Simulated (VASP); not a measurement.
Set up this calculation in VASP 6.6.1, as the native input.

- Task: single point
- Functional: PBE
- Potentials or basis: VASP PAW PBE potentials, release 64 (Sc_sv, Rh_pv, Au)
- Cutoff: 520 eV
- k mesh: 4 × 4 × 4
- Occupations: gaussian, width 0.1 eV
- Spin: no spin polarisation
- Dipole correction: no
- Further INCAR settings: ALGO = Normal; EDIFF = 1e-06; NBANDS = 38

The structure of Sc3RhAu lies in POSCAR:

```
Sc3RhAu
1.0
    4.6428343400      0.0000000000      0.0000000000
    0.0000000000      4.6428343400      0.0000000000
    0.0000000000      0.0000000000      4.6428343400
Sc Rh Au
3 1 1
Direct
    0.5000000000      0.0000000000      0.0000000000
    0.0000000000      0.5000000000      0.0000000000
    0.0000000000      0.0000000000      0.5000000000
    0.0000000000      0.0000000000      0.0000000000
    0.5000000000      0.5000000000      0.5000000000
```

The input as run:

INCAR

```
SYSTEM = Sc3RhAu
PREC = Accurate
ENCUT = 520
EDIFF = 1E-6
ISMEAR = 0
SIGMA = 0.1
LREAL = .False.
LASPH = .True.
NELM = 60
ALGO = Normal
ISIF = 2
LWAVE = .False.
LCHARG = .False.
GGA = PE
NBANDS = 38
```

KPOINTS

```
Automatic mesh
0
Gamma
  4 4 4
  0 0 0
```

Potentials or basis: VASP PAW PBE potentials, release 64 (Sc_sv, Rh_pv, Au).

The run is started by

```bash
$ cat potpaw_PBE.64/Sc_sv/POTCAR potpaw_PBE.64/Rh_pv/POTCAR potpaw_PBE.64/Au/POTCAR > POTCAR
$ mpirun -np 1 vasp_std > vasp.out
```

Results of the run:

```yaml
Pressure: 20.1 GPa
```

Run time: 47 s on 1 thread of Intel(R) Xeon(R) Platinum 8259CL CPU @ 2.50GHz (Skylake/Cascade Lake), with other jobs on the host, peak memory 0.22 GiB.
